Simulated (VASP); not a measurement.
Runs of VASP 6.6.1 on Ta. The structure is that of space group Fd-3m (No. 227), or close to it. The cells are those of the table. This isn't the form of Ta at room conditions, which is bcc.

```csv
task,spin,cell,k mesh,cutoff (eV),gap on the mesh (eV),pressure (GPa)
single point,off,"a = 4.318 Å, angles 60.0°, 2 atoms",9 × 9 × 9,520,none,0.1
single point,off,"a = 4.199 Å, angles 60.0°, 2 atoms",10 × 10 × 10,520,none,6.8
single point,off,"a = 4.318 Å, angles 60.0°, 2 atoms",15 × 15 × 15,520,none,0.1
single point,off,"a = 4.137 Å, angles 60.0°, 2 atoms",10 × 10 × 10,520,none,11.2
single point,off,"a = 4.318 Å, angles 60.0°, 2 atoms",10 × 10 × 10,520,none,0.1
single point,off,"a = 4.430 Å, angles 60.0°, 2 atoms",10 × 10 × 10,520,none,-4.7
single point,off,"a = 4.259 Å, angles 60.0°, 2 atoms",10 × 10 × 10,520,none,(b)
single point,off,"a = 4.374 Å, angles 60.0°, 2 atoms",10 × 10 × 10,520,none,-2.5
relaxation of cell and atoms,off,"relaxed from a = 4.101 Å, angles 60.0°, 2 atoms",9 × 9 × 9,600,none,0.0
single point,"non-collinear, zero start, SOC","a = 4.318 Å, angles 60.0°, 2 atoms",9 × 9 × 9,520,-,0.0
single point,off,"a = 4.484 Å, angles 60.0°, 2 atoms",10 × 10 × 10,520,none,(a)
```

Alike in all rows: level PBE; potentials or basis VASP PAW PBE potentials, release 64 (Ta_pv); smearing fermi-dirac 0.1 eV.

Q: Fill in the values left out.

A: (a) -6.5; (b) 3.1.

Caveats: spin-orbit coupling is left out, which moves the levels of the heavy elements (at least some runs); the cell stands under pressure (at least some runs); the cell stands under tension (at least some runs).

A k mesh can miss the band edges, and rows without SOC leave out spin-orbit coupling on Ta.

A gap of «none» marks levels without a gap at the run's occupations.
